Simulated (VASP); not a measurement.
H19NO8, 28 atoms in the cell. The cell holds an amorphous packing of atoms, 28 atoms: a = 6.745 Å, b = 6.745 Å, c = 6.745 Å, α = 90.00°, β = 90.00°, γ = 90.00°. 

* Program: VASP 6.6.1
* Task: single point
* Functional: PBE
* Dispersion: D3(BJ)
* Potentials or basis: VASP PAW PBE potentials, release 64 (O, H, N)
* Cutoff: 520 eV
* k mesh: 1 × 1 × 1
* Occupations: fermi-dirac, width 0.05 eV
* Spin: no spin polarisation
* Dipole correction: no
* Further INCAR settings: ALGO = Normal; EDIFF = 1e-06; NBANDS = 56

Potentials or basis: VASP PAW PBE potentials, release 64 (O, H, N).

Launch:

```bash
$ cat potpaw_PBE.64/O/POTCAR potpaw_PBE.64/H/POTCAR potpaw_PBE.64/N/POTCAR > POTCAR
$ mpirun -np 1 vasp_gam > vasp.out
```

Hardware: 1 thread of Intel(R) Xeon(R) Platinum 8488C (Sapphire Rapids), on a shared host.

Problem. Estimate the wall time of this run.

Solution. Run time: 32 s on 1 thread of Intel(R) Xeon(R) Platinum 8488C (Sapphire Rapids), with other jobs on the host, peak memory 0.32 GiB. Counts: scf iterations 16, k points 1.
